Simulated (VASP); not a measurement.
# TaGe3W2 (P-4m2) in VASP: further runs

Runs on TaGe3W2. Level: PBE. Tasks: single point.

All numbers are computed with VASP 6.6.1; they aren't measurements. Logs are shortened: lines on timing, memory, paths and dates and some standing lists are left out, and cuts for length are marked.

### Step 1. The cell of the first run

It takes space group P-4m2 (No. 115, tetragonal). The conventional cell has a = 3.702 Å, b = 3.702 Å, c = 7.602 Å, α = 90.00°, β = 90.00°, γ = 90.00°. Within 3.5 Å of Ta (site symmetry -4m2) lie 8 Ge at 2.62 to 3.43 Å and 4 W at 2.73 Å. Ge (site symmetry -4m2) has 4 Ta at 2.62 Å and 4 W at 2.73 Å and 4 Ge at 3.43 Å within 3.5 Å. Ge (site symmetry 2mm) has 5 W at 2.70 to 2.76 Å and 10 Ge at 3.19 to 3.70 Å and 2 Ta at 3.43 Å within 3.8 Å. W (site symmetry 2mm) has 7 Ge at 2.70 to 2.76 Å and 2 Ta at 2.73 Å and 4 W at 3.70 Å within 3.8 Å.

The cell was generated, and may not be a known phase.

### Step 2. Single point, PBE

The input, INCAR:

```
ALGO = Normal
EDIFF = 1E-6
ENCUT = 520
GGA = PE
ISIF = 2
ISMEAR = 0
LASPH = T
LCHARG = F
LREAL = F
LWAVE = F
NBANDS = 50
NELM = 80
PREC = Accurate
SIGMA = 0.1
```

The input, KPOINTS:

```
k-points
0
Gamma
  6 6 2
```

The input, POSCAR:

```
TaGe3W2
1.0
    3.7016497209      0.0000000000      0.0000000000
    0.0000000000      3.7016497209      0.0000000000
    0.0000000000      0.0000000000      7.6020895574
Ta Ge W
1 3 2
Direct
    0.5000000000      0.5000000000      0.0000000000
    0.0000000000      0.0000000000      0.0000000000
    0.5000000000      0.0000000000      0.6198299383
    0.0000000000      0.5000000000      0.3801700617
    0.5000000000      0.0000000000      0.2641499836
    0.0000000000      0.5000000000      0.7358500164
```

Potentials or basis: VASP PAW PBE potentials, release 64 (Ta_pv, Ge_d, W_sv).

Started as:

```bash
> cat potpaw_PBE.64/Ta_pv/POTCAR potpaw_PBE.64/Ge_d/POTCAR potpaw_PBE.64/W_sv/POTCAR > POTCAR
> mpirun -np 1 vasp_std > vasp.out
```

OUTCAR:

```text
EDIFF = 1E-6
   ENCUT = 520
   GGA = PE
   ISIF = 2
   ISMEAR = 0
   LASPH = T
   LREAL = F
   NELM = 80
   PREC = Accurate

 ion  position               nearest neighbor table
   1  0.500  0.500  0.000-   2 2.62   2 2.62   2 2.62   2 2.62   5 2.73   6 2.73   6 2.73   5 2.73

   2  0.000  0.000  0.000-   1 2.62   1 2.62   1 2.62   1 2.62   6 2.73   6 2.73   5 2.73   5 2.73

   3  0.500  0.000  0.620-   5 2.70   6 2.76   6 2.76   6 2.76   6 2.76
   4  0.000  0.500  0.380-   6 2.70   5 2.76   5 2.76   5 2.76   5 2.76
   5  0.500  0.000  0.264-   3 2.70   2 2.73   1 2.73   1 2.73   2 2.73   4 2.76   4 2.76   4 2.76
                             4 2.76
   6  0.000  0.500  0.736-   4 2.70   2 2.73   1 2.73   2 2.73   1 2.73   3 2.76   3 2.76   3 2.76
                             3 2.76

  LATTYP: Found a simple tetragonal cell.
 ALAT       =     3.7016497209
 C/A-ratio  =     2.0537031136

  Lattice vectors:

 A1 = (   3.7016497209,   0.0000000000,   0.0000000000)
 A2 = (   0.0000000000,   3.7016497209,   0.0000000000)
 A3 = (   0.0000000000,   0.0000000000,   7.6020895574)

Analysis of symmetry for initial positions (statically):
=====================================================================
 Subroutine PRICEL returns:
 Original cell was already a primitive cell.

 Routine SETGRP: Setting up the symmetry group for a
 simple tetragonal supercell.

 Subroutine GETGRP returns: Found  8 space group operations
 (whereof  8 operations were pure point group operations)
 out of a pool of 16 trial point group operations.

The static configuration has the point symmetry D_2d.

Analysis of symmetry for dynamics (positions and initial velocities):
=====================================================================
 Subroutine PRICEL returns:
 Original cell was already a primitive cell.

 Routine SETGRP: Setting up the symmetry group for a
 simple tetragonal supercell.

 Subroutine GETGRP returns: Found  8 space group operations
 (whereof  8 operations were pure point group operations)
 out of a pool of 16 trial point group operations.

The dynamic configuration has the point symmetry D_2d.

 Subroutine INISYM returns: Found  8 space group operations
 (whereof  8 operations are pure point group operations),
 and found     1 'primitive' translations

----------------------------------------------------------------------------------------

                                     Primitive cell

  volume of cell :     104.1654

  direct lattice vectors                    reciprocal lattice vectors
     3.701649721  0.000000000  0.000000000     0.270149818  0.000000000  0.000000000
     0.000000000  3.701649721  0.000000000     0.000000000  0.270149818  0.000000000
     0.000000000  0.000000000  7.602089557     0.000000000  0.000000000  0.131542781

  length of vectors
     3.701649721  3.701649721  7.602089557     0.270149818  0.270149818  0.131542781

  position of ions in fractional coordinates (direct lattice)
     0.500000000  0.500000000  0.000000000
     0.000000000  0.000000000  0.000000000
     0.500000000  0.000000000  0.619829938
     0.000000000  0.500000000  0.380170062
     0.500000000  0.000000000  0.264149984
     0.000000000  0.500000000  0.735850016

  ion indices of the primitive-cell ions
   primitive index   ion index
                 1           1
                 2           2
                 3           3
                 4           4
                 5           5
                 6           6

----------------------------------------------------------------------------------------

 KPOINTS: k-points

Automatic generation of k-mesh.
 Grid dimensions read from file:
 generate k-points for:    6    6    2

 Generating k-lattice:

  Cartesian coordinates                     Fractional coordinates (reciprocal lattice)
     0.045024970  0.000000000  0.000000000     0.166666667  0.000000000  0.000000000
     0.000000000  0.045024970  0.000000000     0.000000000  0.166666667  0.000000000
     0.000000000  0.000000000  0.065771390     0.000000000  0.000000000  0.500000000

  Length of vectors
     0.045024970  0.045024970  0.065771390

  Shift w.r.t. Gamma in fractional coordinates (k-lattice)
     0.000000000  0.000000000  0.000000000

 Subroutine IBZKPT returns following result:
 ===========================================

 Found     20 irreducible k-points:

 Following reciprocal coordinates:
            Coordinates               Weight
  0.000000  0.000000  0.000000      1.000000
  0.166667  0.000000  0.000000      4.000000
  0.333333  0.000000  0.000000      4.000000
  0.500000  0.000000  0.000000      2.000000
  0.166667  0.166667  0.000000      4.000000
  0.333333  0.166667  0.000000      8.000000
[... 12 lines left out ...]
  0.500000  0.333333  0.500000      4.000000
  0.500000  0.500000  0.500000      1.000000
   k-points           NKPTS =     20   k-points in BZ     NKDIM =     20   number of bands    NBANDS=     50
   number of dos      NEDOS =    301   number of ions     NIONS =      6
   total plane-waves  NPLWV =  47040
   dimension x,y,z NGX =    28 NGY =   28 NGZ =   60
   dimension x,y,z NGXF=    56 NGYF=   56 NGZF=  120
   ions per type =               1   3   2
   NGX,Y,Z   is equivalent  to a cutoff of  12.58, 12.58, 13.12 a.u.
   NGXF,Y,Z  is equivalent  to a cutoff of  25.15, 25.15, 26.24 a.u.
 SYSTEM =  unknown system
   PREC   = accura    normal or accurate (medium, high low for compatibility)
   ISTART =      0    job   : 0-new  1-cont  2-samecut
   ICHARG =      2    charge: 1-file 2-atom 10-const
   ISPIN  =      1    spin polarized calculation?
   LNONCOLLINEAR =      F non collinear calculations
   LSORBIT =      F    spin-orbit coupling
   LASPH  =      T    aspherical Exc in radial PAW
   ENCUT  =  520.0 eV  38.22 Ry    6.18 a.u.   6.88  6.88 14.13*2*pi/ulx,y,z
   NELM   =     80;   NELMIN=  2; NELMDL= -5     # of ELM steps
   EDIFF  = 0.1E-05   stopping-criterion for ELM
   LREAL  =      F    real-space projection
   EDIFFG = 0.1E-04   stopping-criterion for IOM
   NSW    =      0    number of steps for IOM
   IBRION =     -1    ionic relax: 0-MD 1-quasi-New 2-CG
   NFREE  =      0    steps in history (QN), initial steepest desc. (CG)
   ISIF   =      2    stress and relaxation
   ISYM   =      2    0-nonsym 1-usesym 2-fastsym
   POTIM  = 0.5000    time-step for ionic-motion
   TEBEG  =    0.0;   TEEND  =   0.0 temperature during run
   PSTRESS=    0.0 pullay stress
   NELECT =      81.0000    total number of electrons
   NUPDOWN=      -1.0000    fix difference up-down
   EMIN   =  10.00;   EMAX   =-10.00  energy-range for DOS
   EFERMI =   0.00;   METHOD = LEGACY
   ISMEAR =     0;   SIGMA  =   0.10  broadening in eV -4-tet -1-fermi 0-gaus
   EFERMI_NEDOS =   21; number of points for ismear=-14 and -15
   IALGO  =     38    algorithm
   IMIX   =      4    mixing-type and parameters
     AMIX     =   0.40;   BMIX     =  1.00
     AMIX_MAG =   1.60;   BMIX_MAG =  1.00
  volume/ion in A,a.u.               =      17.36       117.16
  Fermi-wavevector in a.u.,A,eV,Ry     =   1.505435  2.844859 30.835347  2.266334
  Thomas-Fermi vector in A             =   2.616284
   LORBIT       =      0    0 simple, 1 ext, 2 COOP (PROOUT), +10 PAW based schemes
   GGA     = PE    functional components
   LHFCALC =     F    Hartree Fock is set to
   AEXX    =    0.0000 exact exchange contribution
   IVDW    =     0    specifies the selected vdW correction
   LEPSILON=     F    determine dielectric tensor
   LRPA    =     F    only Hartree local field effects (RPA)
 non-spin polarized calculation
 Gauss-broadening in eV      SIGMA  =   0.10
  energy-cutoff  :      520.00
  volume of cell :      104.17
 maximum number of plane-waves:      2828
 NGX is ok and might be reduce to    28
   NGX = 13   NGY = 13   NGZ = 29

 number of electron      81.0000006 magnetization

 Free energy of the ion-electron system (eV)
  ---------------------------------------------------
  ext. energy  EPLUGINS =         0.00000000
  ---------------------------------------------------
  free energy    TOTEN  =       -49.28965210 eV

  energy without entropy =      -49.26586653  energy(sigma->0) =      -49.27775932

 E-fermi :   8.0610     XC(G=0): -12.3049

 val. band max:        8.0290484900   @ k =   0.5000   0.5000   0.5000
 cond. band min:       8.0685679318   @ k =   0.1667   0.1667   0.5000
 fundamental gap:      0.0395194418
 Fermi energy:         8.0610109685

 k-point     1 :       0.0000    0.0000    0.0000
  band No.  band energies     occupation
      1     -65.8952      2.00000
      2     -65.8951      2.00000
      3     -30.2309      2.00000
      4     -30.2309      2.00000
      5     -30.1090      2.00000
      6     -30.0882      2.00000
[... 42 lines left out ...]
     49      11.8853      0.00000
     50      12.8133      0.00000

 k-point     2 :       0.1667    0.0000    0.0000
  band No.  band energies     occupation
      1     -65.8950      2.00000
      2     -65.8949      2.00000
      3     -30.2416      2.00000
      4     -30.2300      2.00000
      5     -30.1081      2.00000
      6     -30.0904      2.00000
[... 42 lines left out ...]
     49      11.7722      0.00000
     50      12.9467      0.00000

 k-point     3 :       0.3333    0.0000    0.0000
  band No.  band energies     occupation
      1     -65.8946      2.00000
      2     -65.8945      2.00000
      3     -30.2629      2.00000
      4     -30.2281      2.00000
      5     -30.1062      2.00000
      6     -30.0969      2.00000
[... 42 lines left out ...]
     49      12.5237      0.00000
     50      12.7162      0.00000

 k-point     4 :       0.5000    0.0000    0.0000
  band No.  band energies     occupation
      1     -65.8944      2.00000
      2     -65.8943      2.00000
      3     -30.2735      2.00000
      4     -30.2272      2.00000
      5     -30.1052      2.00000
      6     -30.1024      2.00000
[... 787 lines left out ...]
 k-point    19 :       0.5000    0.3333    0.5000
  band No.  band energies     occupation
      1     -65.8938      2.00000
      2     -65.8938      2.00000
      3     -30.2691      2.00000
      4     -30.2575      2.00000
      5     -30.0998      2.00000
      6     -30.0994      2.00000
[... 42 lines left out ...]
     49      11.3059      0.00000
     50      12.1853      0.00000

 k-point    20 :       0.5000    0.5000    0.5000
  band No.  band energies     occupation
      1     -65.8936      2.00000
      2     -65.8936      2.00000
      3     -30.2675      2.00000
      4     -30.2675      2.00000
      5     -30.0984      2.00000
      6     -30.0984      2.00000
[... 42 lines left out ...]
     49      10.6296      0.00000
     50      12.1664      0.00000

------------------------ aborting loop because EDIFF is reached ----------------------------------------

  FORCE on cell =-STRESS in cart. coord.  units (eV):
  Direction    XX          YY          ZZ          XY          YZ          ZX
  --------------------------------------------------------------------------------------
  -------------------------------------------------------------------------------------
  Total        0.1524246      0.1524246      0.1990192      0.0000000      0.0000000     -0.0000000
  in kB        2.3444550      2.3444550      3.0611309      0.0000000      0.0000000     -0.0000000
  external PRESSURE =       2.5833470 kB  Pullay stress =       0.0000000 kB

 VOLUME and BASIS-vectors are now :
 -----------------------------------------------------------------------------
  energy-cutoff  :      520.00
  volume of cell :      104.17
      direct lattice vectors                 reciprocal lattice vectors
     3.701649721  0.000000000  0.000000000     0.270149818  0.000000000  0.000000000
     0.000000000  3.701649721  0.000000000     0.000000000  0.270149818  0.000000000
     0.000000000  0.000000000  7.602089557     0.000000000  0.000000000  0.131542781

 POSITION                                       TOTAL-FORCE (eV/Angst)
 -----------------------------------------------------------------------------------
      1.85082      1.85082      0.00000        -0.000000     -0.000000      0.000000
      0.00000      0.00000      0.00000        -0.000000     -0.000000      0.000000
      1.85082      0.00000      4.71200        -0.000000      0.000000      0.002692
      0.00000      1.85082      2.89009        -0.000000      0.000000     -0.002692
      1.85082      0.00000      2.00809         0.000000      0.000000      0.007133
      0.00000      1.85082      5.59400         0.000000      0.000000     -0.007133
 -----------------------------------------------------------------------------------
    total drift:                                0.000000      0.000000      0.000000

  FREE ENERGIE OF THE ION-ELECTRON SYSTEM (eV)
  ---------------------------------------------------
  free  energy   TOTEN  =       -49.2896521049 eV

  energy  without entropy=      -49.2658665325  energy(sigma->0) =      -49.27775932
```

Wall time 71 s (1 thread of Intel Xeon Platinum 8488C (Sapphire Rapids), shared host); peak memory 0.26 GiB.

Results:

| Property | Result |
| --- | --- |
| Free energy | -49.2897 eV |
| Pressure | 0.3 GPa |
| Largest force | 0.007 eV/Å |
| Band gap on the k mesh | zero (an odd number of electrons rules out a gap without spin polarisation) |

Forces in eV/Å, atoms in the order of the input:
```
Ta   0.000  0.000  0.000
Ge   0.000  0.000  0.000
Ge   0.000  0.000  0.003
Ge   0.000  0.000 -0.003
W    0.000  0.000  0.007
W    0.000  0.000 -0.007
```

Levels at points of the mesh, in eV from the Fermi level:
```csv
k point,band 37,band 38,band 39,band 40,band 41,band 42,band 43,band 44
"(0.00, 0.00, 0.00)",-1.73,-1.27,-0.65,-0.36,-0.36,0.30,1.67,1.67
"(0.50, 0.00, 0.00)",-1.92,-0.92,-0.88,-0.31,0.64,0.72,1.13,1.94
"(0.50, 0.50, 0.00)",-2.70,-1.40,-1.31,-0.09,0.48,0.48,1.31,1.31
"(0.00, 0.00, 0.50)",-1.66,-0.61,-0.42,-0.42,-0.32,0.21,0.55,0.59
"(0.50, 0.00, 0.50)",-1.68,-1.56,-1.40,-1.01,0.57,0.63,0.63,1.88
"(0.50, 0.50, 0.50)",-1.79,-1.34,-1.30,-0.10,-0.03,-0.03,1.33,1.33
```

Caveat: the k points lie up to 0.41 Å⁻¹ apart, too coarse for converged energies and pressures of a metal; spin-orbit coupling is left out, which moves the levels of the heavy elements; an odd number of electrons without spin polarisation forces a metal; a magnetic or distorted state may lie lower.

### Step 3. Single point, PBE

This run uses another cell than the first one, of 15.69 Å³/atom.

The input, INCAR:

```
SYSTEM = TaGe3W2
ALGO = Normal
EDIFF = 1E-6
ENCUT = 520
GGA = PE
ISIF = 2
ISMEAR = 0
LASPH = .TRUE.
LCHARG = .FALSE.
LREAL = .FALSE.
LWAVE = .FALSE.
NBANDS = 50
NELM = 60
PREC = Accurate
SIGMA = 0.1
```

The input, KPOINTS:

```
k-points
0
G
  4 4 4
  0 0 0
```

The input, POSCAR:

```
TaGe3W2
1.0
    3.8394036700      0.0000000000      0.0000000000
    0.0000000000      3.8394036700      0.0000000000
    0.0000000000      0.0000000000      6.3866022600
Ta Ge W
1 3 2
Direct
    0.5000000000      0.5000000000      0.0000000000
    0.0000000000      0.0000000000      0.0000000000
    0.5000000000      0.0000000000      0.6756250300
    0.0000000000      0.5000000000      0.3243749700
    0.5000000000      0.0000000000      0.2671410100
    0.0000000000      0.5000000000      0.7328589900
```

Potentials or basis: VASP PAW PBE potentials, release 64 (Ta_pv, Ge_d, W_sv).

Started as:

```bash
> cat potpaw_PBE.64/Ta_pv/POTCAR potpaw_PBE.64/Ge_d/POTCAR potpaw_PBE.64/W_sv/POTCAR > POTCAR
> mpirun -np 1 vasp_std > vasp.out
```

It took 69 s on 1 thread of Intel Xeon Platinum 8488C (Sapphire Rapids), shared host; peak memory 0.24 GiB.

It converged, with:

* Free energy: -47.8039 eV
* Pressure: 25.0 GPa
* Largest force: 3.564 eV/Å
* Band gap on the k mesh: zero (an odd number of electrons rules out a gap without spin polarisation)

Forces on the atoms (eV/Å):
```
Ta   0.000  0.000  0.000
Ge   0.000  0.000  0.000
Ge   0.000  0.000 -0.817
Ge   0.000  0.000  0.817
W    0.000  0.000  3.564
W    0.000  0.000 -3.564
```

Stress tensor (GPa, compression positive):
```
19.64  0.00  0.00
 0.00 19.64  0.00
 0.00  0.00 35.73
```

Levels at points of the mesh, in eV from the Fermi level:
```tsv
k point	band 36	band 37	band 38	band 39	band 40	band 41	band 42	band 43	band 44	band 45
(0.00, 0.00, 0.00)	-2.60	-2.60	-1.80	-1.30	-1.30	-0.87	-0.17	1.21	1.21	1.70
(0.50, 0.00, 0.00)	-2.46	-2.29	-0.91	-0.50	-0.32	0.25	0.98	2.12	2.25	2.71
(0.50, 0.50, 0.00)	-3.09	-2.99	-1.46	-0.65	-0.28	-0.11	-0.11	0.63	0.63	1.49
(0.00, 0.00, 0.50)	-2.29	-1.69	-1.41	-1.41	-1.40	-0.43	0.50	1.24	1.24	1.73
(0.50, 0.00, 0.50)	-1.73	-1.60	-1.33	-1.04	-0.67	-0.51	0.93	1.11	2.28	3.22
(0.50, 0.50, 0.50)	-1.54	-1.54	-1.06	-0.77	-0.42	0.39	0.39	1.00	1.00	2.46
```

Caveat: the k points lie up to 0.41 Å⁻¹ apart, too coarse for converged energies and pressures of a metal; spin-orbit coupling is left out, which moves the levels of the heavy elements; an odd number of electrons without spin polarisation forces a metal; a magnetic or distorted state may lie lower.

The gap in the log of VASP goes by the Fermi energy; the results here count the filled bands.